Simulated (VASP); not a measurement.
# Ta2B2O (I4/mmm) in VASP: a series of runs, part 2 of 3

VASP 6.6.1.

## (4) Relaxation of cell and atoms, PBE

INCAR reads:

```
  PREC = Accurate
  ENCUT = 600
  EDIFF = 1E-6
  ISMEAR = 0
  SIGMA = 0.1
  LREAL = F
  LASPH = T
  NELM = 60
  ALGO = Normal
  ISIF = 3
  LWAVE = F
  LCHARG = F
  GGA = PE
  IBRION = 2
  NSW = 90
  EDIFFG = -0.04
```

KPOINTS reads:

```
regular mesh
0
Gamma
  6 6 6
```

POSCAR reads:

```
Ta2B2O
1.0
   -1.8147285200      1.8147285200      4.5924402600
    1.8147285200     -1.8147285200      4.5924402600
    1.8147285200      1.8147285200     -4.5924402600
Ta B O
2 2 1
Direct
    0.5000000000      0.0000000000      0.5000000000
    0.0000000000      0.5000000000      0.5000000000
    0.7500000000      0.2500000000      0.5000000000
    0.2500000000      0.7500000000      0.5000000000
    0.5000000000      0.5000000000      0.0000000000
```

Potentials or basis: VASP PAW PBE potentials, release 64 (Ta_pv, B, O).

The run is started by

```console
$ cat potpaw_PBE.64/Ta_pv/POTCAR potpaw_PBE.64/B/POTCAR potpaw_PBE.64/O/POTCAR > POTCAR
$ mpirun -np 1 vasp_std > vasp.out
```

OUTCAR:

```text
PREC = Accurate
   ENCUT = 600
   EDIFF = 1E-6
   ISMEAR = 0
   LREAL = F
   LASPH = T
   NELM = 60
   ISIF = 3
   GGA = PE
   IBRION = 2
   NSW = 90
   EDIFFG = -0.04

 ion  position               nearest neighbor table
   1  0.500  0.000  0.500-   5 1.81   5 1.81   3 2.30   4 2.30   2 2.57   2 2.57   2 2.57   2 2.57

   2  0.000  0.500  0.500-   5 1.81   5 1.81   3 2.30   4 2.30   1 2.57   1 2.57   1 2.57   1 2.57

   3  0.750  0.250  0.500-   1 2.30   2 2.30
   4  0.250  0.750  0.500-   1 2.30   2 2.30
   5  0.500  0.500  0.000-   1 1.81   2 1.81   1 1.81   2 1.81

  LATTYP: Found a body centered tetragonal cell.
 ALAT       =     3.6294570400
 C/A-ratio  =     2.5306486394

  Lattice vectors:

 A1 = (  -1.8147285200,   1.8147285200,   4.5924402600)
 A2 = (   1.8147285200,  -1.8147285200,   4.5924402600)
 A3 = (   1.8147285200,   1.8147285200,  -4.5924402600)

Analysis of symmetry for initial positions (statically):
=====================================================================
 Subroutine PRICEL returns:
 Original cell was already a primitive cell.

 Routine SETGRP: Setting up the symmetry group for a
 body centered tetragonal supercell.

 Subroutine GETGRP returns: Found 16 space group operations
 (whereof 16 operations were pure point group operations)
 out of a pool of 16 trial point group operations.

The static configuration has the point symmetry D_4h.

Analysis of symmetry for dynamics (positions and initial velocities):
=====================================================================
 Subroutine PRICEL returns:
 Original cell was already a primitive cell.

 Routine SETGRP: Setting up the symmetry group for a
 body centered tetragonal supercell.

 Subroutine GETGRP returns: Found 16 space group operations
[... 118 lines left out ...]
   TEBEG  =    0.0;   TEEND  =   0.0 temperature during run
   PSTRESS=    0.0 pullay stress
   NELECT =      34.0000    total number of electrons
   NUPDOWN=      -1.0000    fix difference up-down
   EMIN   =  10.00;   EMAX   =-10.00  energy-range for DOS
   EFERMI =   0.00;   METHOD = LEGACY
   ISMEAR =     0;   SIGMA  =   0.10  broadening in eV -4-tet -1-fermi 0-gaus
   EFERMI_NEDOS =   21; number of points for ismear=-14 and -15
   IALGO  =     38    algorithm
   IMIX   =      4    mixing-type and parameters
     AMIX     =   0.40;   BMIX     =  1.00
     AMIX_MAG =   1.60;   BMIX_MAG =  1.00
  volume/ion in A,a.u.               =      12.10        81.65
  Fermi-wavevector in a.u.,A,eV,Ry     =   1.351011  2.553040 24.833769  1.825230
  Thomas-Fermi vector in A             =   2.478468
   LORBIT       =      0    0 simple, 1 ext, 2 COOP (PROOUT), +10 PAW based schemes
   GGA     = PE    functional components
   LHFCALC =     F    Hartree Fock is set to
   AEXX    =    0.0000 exact exchange contribution
   IVDW    =     0    specifies the selected vdW correction
   LEPSILON=     F    determine dielectric tensor
   LRPA    =     F    only Hartree local field effects (RPA)
 conjugate gradient relaxation of ions
 non-spin polarized calculation
 Gauss-broadening in eV      SIGMA  =   0.10
  energy-cutoff  :      600.00
  volume of cell :       60.50
 maximum number of plane-waves:      2037
   NGX = 21   NGY = 21   NGZ = 21

--------------------------------------- Ionic step        1  -------------------------------------------

 number of electron      34.0000002 magnetization

 Free energy of the ion-electron system (eV)
  ---------------------------------------------------
  ext. energy  EPLUGINS =         0.00000000
  ---------------------------------------------------
  free energy    TOTEN  =       -35.20946497 eV

  energy without entropy =      -35.20083648  energy(sigma->0) =      -35.20515073

------------------------ aborting loop because EDIFF is reached ----------------------------------------

  FORCE on cell =-STRESS in cart. coord.  units (eV):
  Direction    XX          YY          ZZ          XY          YZ          ZX
  --------------------------------------------------------------------------------------
  -------------------------------------------------------------------------------------
  Total       37.9002597     37.9002597      2.3902152      0.0000000      0.0000000      0.0000000
  in kB     1003.7508635   1003.7508635     63.3024849      0.0000000      0.0000000      0.0000000
  external PRESSURE =     690.2680707 kB  Pullay stress =       0.0000000 kB
[... 1269 lines left out ...]
     20       5.4596      0.00000
     21       5.5557      0.00000

 [... further k-points ...]

[... ionic steps 4 to 7 ...]

--------------------------------------- Ionic step        8  -------------------------------------------

 number of electron      34.0000003 magnetization

------------------------ aborting loop because EDIFF is reached ----------------------------------------
[... 73 lines left out ...]
--------------------------------------- Ionic step       10  -------------------------------------------

 number of electron      34.0000003 magnetization

 Free energy of the ion-electron system (eV)
  ---------------------------------------------------
  ext. energy  EPLUGINS =         0.00000000
  ---------------------------------------------------
  free energy    TOTEN  =       -39.10334852 eV

  energy without entropy =      -39.08857893  energy(sigma->0) =      -39.09596372

 E-fermi :   3.5940     XC(G=0): -10.8185

 val. band max:        3.5656419099   @ k =   0.5000   0.5000   0.5000
 cond. band min:       3.6251471561   @ k =  -0.3333   0.5000   0.1667
 fundamental gap:      0.0595052462
 Fermi energy:         3.5939508157
[... 608 lines left out ...]
  FREE ENERGIE OF THE ION-ELECTRON SYSTEM (eV)
  ---------------------------------------------------
  free  energy   TOTEN  =       -39.1033485200 eV

  energy  without entropy=      -39.0885789282  energy(sigma->0) =      -39.09596372

 reached required accuracy - stopping structural energy minimisation
```

CONTCAR:

```text
Ta2B2O
   1.00000000000000
    -2.0390638064164728    2.0390638064164728    4.5907642335817282
     2.0390638064164728   -2.0390638064164728    4.5907642335817282
     2.0390638064164728    2.0390638064164728   -4.5907642335817282
  Ta              B               O
     2     2     1
Direct
     0.5000000000000000    0.0000000000000000    0.5000000000000000
     0.0000000000000000    0.5000000000000000    0.5000000000000000
     0.7500000000000000    0.2500000000000000    0.5000000000000000
     0.2500000000000000    0.7500000000000000    0.5000000000000000
     0.5000000000000000    0.5000000000000000    0.0000000000000000

  0.00000000E+00  0.00000000E+00  0.00000000E+00
  0.00000000E+00  0.00000000E+00  0.00000000E+00
  0.00000000E+00  0.00000000E+00  0.00000000E+00
  0.00000000E+00  0.00000000E+00  0.00000000E+00
  0.00000000E+00  0.00000000E+00  0.00000000E+00
```

Wall time 5.5 min (1 thread of Intel Xeon 6975P-C (Granite Rapids), shared host); peak memory 0.3 GiB.

What came out:

* Free energy: -39.1033 eV
* Relaxed volume: 15.27 Å³/atom
* Relaxed cell: a = 5.421 Å, b = 5.421 Å, c = 5.421 Å, α = 135.81°, β = 135.81°, γ = 64.27°
* Space group after relaxing (to 0.1 Å): I4/mmm (No. 139)
* Energy gained by relaxing: 778.8 meV/atom
* Ionic steps: 10
* Pressure after relaxing: 0.0 GPa
* Band gap on the k mesh: zero (bands 17 and 18 overlap by 0.96 eV)

The path:
```csv
step,energy change (eV),largest force (eV/Å),pressure (GPa),volume (Å³)
1,0.0000,0.0000,69.03,60.50
2,1.5258,0.0000,-24.27,115.43
3,-3.8167,0.0000,-6.39,79.85
4,-3.8776,0.0000,-3.12,77.98
5,-3.8879,0.0000,-0.89,76.84
6,-3.8870,0.0000,-1.59,77.19
7,-3.8912,0.0000,0.03,76.32
8,-3.8932,0.0000,-0.56,76.63
9,-3.8936,0.0000,0.38,76.16
10,-3.8939,0.0000,0.02,76.35
```

Final structure:
```xyz
5
Lattice="-2.0391 2.0391 4.5908 2.0391 -2.0391 4.5908 2.0391 2.0391 -4.5908" Properties=species:S:1:pos:R:3 pbc="T T T"
Ta    0.0000    2.0391    0.0000
Ta    2.0391    0.0000    0.0000
B     0.0000    2.0391    2.2954
B     2.0391    0.0000    2.2954
O     0.0000    0.0000    4.5908
```

Caveat: the volume moved by over 15 % at a fixed basis, so the end points are rough; spin-orbit coupling is left out, which moves the levels of the heavy elements.

## (5) Single point, PBE, collinear spin

INCAR reads:

```
PREC     = Accurate       # precision mode
ENCUT    = 520            # plane-wave cutoff, eV
EDIFF    = 1E-7           # SCF threshold, eV
ISMEAR   = 0              # smearing method
SIGMA    = 0.1            # smearing width, eV
LREAL    = F              # projectors in reciprocal space
LASPH    = T              # aspherical terms in the spheres
NELM     = 150            # most SCF steps
ALGO     = Normal         # electronic algorithm
ISIF     = 2              # what is computed and relaxed
LWAVE    = F              # write WAVECAR
LCHARG   = F              # write CHGCAR
ISPIN    = 2              # spin polarisation
MAGMOM   = 1 1 0 0 0      # initial moments
LORBIT   = 11             # projections on sites
LMAXMIX  = 4              # l up to which the mixer works
GGA      = PE             # functional
NBANDS   = 29             # bands
```

KPOINTS reads:

```
Automatic mesh
0
Gamma
  6 6 6
```

POSCAR is that of step 4.

Potentials or basis: VASP PAW PBE potentials, release 64 (Ta_pv, B, O).

The run is started by

```console
$ cat potpaw_PBE.64/Ta_pv/POTCAR potpaw_PBE.64/B/POTCAR potpaw_PBE.64/O/POTCAR > POTCAR
$ mpirun -np 1 vasp_std > vasp.out
```

OUTCAR:

```text
PREC = Accurate
   ENCUT = 520
   EDIFF = 1E-7
   ISMEAR = 0
   LREAL = F
   LASPH = T
   NELM = 150
   ISIF = 2
   ISPIN = 2
   LORBIT = 11
   GGA = PE

 ion  position               nearest neighbor table
   1  0.500  0.000  0.500-   5 1.81   5 1.81   3 2.30   4 2.30   2 2.57   2 2.57   2 2.57   2 2.57

   2  0.000  0.500  0.500-   5 1.81   5 1.81   3 2.30   4 2.30   1 2.57   1 2.57   1 2.57   1 2.57

   3  0.750  0.250  0.500-   1 2.30   2 2.30
   4  0.250  0.750  0.500-   1 2.30   2 2.30
   5  0.500  0.500  0.000-   1 1.81   2 1.81   1 1.81   2 1.81

  LATTYP: Found a body centered tetragonal cell.
 ALAT       =     3.6294570400
 C/A-ratio  =     2.5306486394
[... 1771 lines left out ...]
     1.814728520  1.814728520 -4.592440260     0.275523305  0.275523305  0.000000000

 POSITION                                       TOTAL-FORCE (eV/Angst)
 -----------------------------------------------------------------------------------
      0.00000      1.81473      0.00000        -0.000000      0.000000     -0.000000
      1.81473      0.00000      0.00000        -0.000000      0.000000     -0.000000
      0.00000      1.81473      2.29622         0.000000     -0.000000     -0.000000
      1.81473      0.00000      2.29622        -0.000000      0.000000      0.000000
      0.00000      0.00000      4.59244        -0.000000      0.000000     -0.000000
 -----------------------------------------------------------------------------------
    total drift:                               -0.000000     -0.000000      0.000000

  FREE ENERGIE OF THE ION-ELECTRON SYSTEM (eV)
  ---------------------------------------------------
  free  energy   TOTEN  =       -35.2020113886 eV

  energy  without entropy=      -35.1933808338  energy(sigma->0) =      -35.19769611

 total charge

# of ion       s       p       d       tot
------------------------------------------
    1        0.434   6.335   2.846   9.615
    2        0.434   6.335   2.846   9.615
    3        0.762   0.804   0.000   1.566
    4        0.762   0.804   0.000   1.566
    5        1.619   3.821   0.000   5.440
--------------------------------------------------
tot          4.011  18.099   5.692  27.802

 magnetization (x)

# of ion       s       p       d       tot
------------------------------------------
    1       -0.000   0.000  -0.000  -0.000
    2       -0.000   0.000  -0.000  -0.000
    3        0.000   0.000   0.000   0.000
    4        0.000   0.000   0.000   0.000
    5        0.000   0.000   0.000   0.000
--------------------------------------------------
tot          0.000   0.000  -0.000   0.000
```

OSZICAR:

```text
N       E                     dE             d eps       ncg     rms          rms(c)
DAV:   1     0.286511698527E+03    0.28651E+03   -0.18087E+04  3480   0.118E+03
DAV:   2    -0.242203270992E+02   -0.31073E+03   -0.29784E+03  4013   0.352E+02
DAV:   3    -0.380390874632E+02   -0.13819E+02   -0.13596E+02  4273   0.712E+01
DAV:   4    -0.381671508238E+02   -0.12806E+00   -0.12787E+00  4044   0.725E+00
DAV:   5    -0.381682786200E+02   -0.11278E-02   -0.11277E-02  4180   0.665E-01    0.499E+01
DAV:   6    -0.353803826684E+02    0.27879E+01   -0.93707E+00  3822   0.215E+01    0.240E+01
DAV:   7    -0.352709018364E+02    0.10948E+00   -0.11548E+00  3880   0.596E+00    0.117E+01
DAV:   8    -0.352102029008E+02    0.60699E-01   -0.23023E-01  3927   0.264E+00    0.255E+00
DAV:   9    -0.352019516400E+02    0.82513E-02   -0.23885E-02  3973   0.781E-01    0.430E-01
DAV:  10    -0.352019610762E+02   -0.94363E-05   -0.23434E-03  4113   0.251E-01    0.242E-01
DAV:  11    -0.352020072146E+02   -0.46138E-04   -0.53079E-04  4007   0.125E-01    0.899E-02
DAV:  12    -0.352020166226E+02   -0.94079E-05   -0.47495E-05  4056   0.458E-02    0.237E-02
DAV:  13    -0.352020132393E+02    0.33832E-05   -0.59823E-06  3914   0.141E-02    0.115E-02
DAV:  14    -0.352020115961E+02    0.16432E-05   -0.17163E-06  4205   0.832E-03    0.306E-03
DAV:  15    -0.352020113956E+02    0.20055E-06   -0.25071E-07  3517   0.300E-03    0.169E-03
DAV:  16    -0.352020113886E+02    0.69676E-08   -0.37168E-08  2148   0.125E-03
   1 F= -.35202011E+02 E0= -.35197696E+02  d E =-.863055E-02  mag=     0.0000
```

stdout:

```text
POSCAR found type information on POSCAR TaB O
 POSCAR found :  3 types and       5 ions
 scaLAPACK will be used
 LDA part: xc-table for (Slater+PW92), standard interpolation
 POSCAR, INCAR and KPOINTS ok, starting setup
 FFT: planning ... GRIDC
 FFT: planning ... GRID_SOFT
 FFT: planning ... GRID
 WAVECAR not read
 entering main loop
```

It took 1.8 min on 1 thread of Intel Xeon 6975P-C (Granite Rapids), shared host; peak memory 0.33 GiB.

What came out:

```
Free energy                                           : -35.2020 eV
Pressure                                              : 69.1 GPa
Band gap on the k mesh                                : zero (filled and empty bands overlap)
Net moment                                            : 0.00 μB per cell
Valence electrons inside the program's atomic spheres : Ta 9.62; B 1.57; O 5.44
```

Stress tensor (GPa, compression positive):
```
100.47   0.00   0.00
  0.00 100.47   0.00
  0.00   0.00   6.37
```

Caveat: the cell stands under pressure; spin-orbit coupling is left out, which moves the levels of the heavy elements.

(Continued in part 3 of 3.)
